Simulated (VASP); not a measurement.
Runs of VASP 6.6.1 on W. The structure is that of space group Fm-3m (No. 225), or close to it. The cells are those of the table. 

```tsv
task	cell	gap on the mesh (eV)	pressure (GPa)
single point	a = 2.872 Å, angles 60.0°, 1 atom	none	-12.1
single point	a = 2.901 Å, angles 122.4, 122.4, 85.8°, 1 atom	none	(a)
relaxation of cell and atoms	relaxed from a = 2.872 Å, angles 60.0°, 1 atom	none	-0.1
single point	a = 2.829 Å, angles 60.0°, 1 atom	none	0.6
```

Alike in all rows: level PBEsol; potentials or basis VASP PAW PBE potentials, release 64 (W_sv); no spin polarisation; k mesh 8 × 8 × 8; cutoff (eV) 500; smearing gaussian 0.1 eV.

Task: Estimate the missing entries.

Result: (a) -10.1.

Caveats: some runs use coarse meshes; the PAW data sets were made with another functional, which shifts forces and pressure a little; spin-orbit coupling is left out, which moves the levels of the heavy elements.

A k mesh can miss the band edges, and the runs leave out spin-orbit coupling on W.

A gap of «none» marks levels without a gap at the run's occupations.
